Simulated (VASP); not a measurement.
Here is a VASP 6.6.1 calculation.

File INCAR:

```
SYSTEM = CoSi
PREC = Accurate ; ENCUT = 520
EDIFF = 1E-6 ; ISMEAR = -1
SIGMA = 0.05 ; LREAL = .False.
LASPH = .True. ; NELM = 80
ALGO = Normal ; ISIF = 2
LWAVE = .False. ; LCHARG = .False.
GGA = PE ; NBANDS = 14
```

Contents of KPOINTS:

```
regular mesh
0
Gamma
  15 15 13
  0 0 0
```

Contents of POSCAR:

```
CoSi
1.0
    2.6590468475      0.0000000000      0.0000000000
   -1.3295234238      2.3028021198      0.0000000000
    0.0000000000      0.0000000000      3.4638580672
Co Si
1 1
Direct
    0.0000000000      0.0000000000      0.0000000000
    0.3333333333      0.6666666667      0.5000000000
```

Potentials or basis: VASP PAW PBE potentials, release 64 (Co, Si).

Command:

```bash
$ cat potpaw_PBE.64/Co/POTCAR potpaw_PBE.64/Si/POTCAR > POTCAR
$ mpirun -np 1 vasp_std > vasp.out
```

Task: Estimate the band gap on the k mesh.

Result: Zero (an odd number of electrons rules out a gap without spin polarisation).

Task: Predict the pressure.

Result: 14.0 GPa.

Caveat: the cell stands under pressure; the run has no spin polarisation, though such a crystal can be magnetic. Spin polarisation is off, so any magnetic state and its effect on volume and gap are missing.
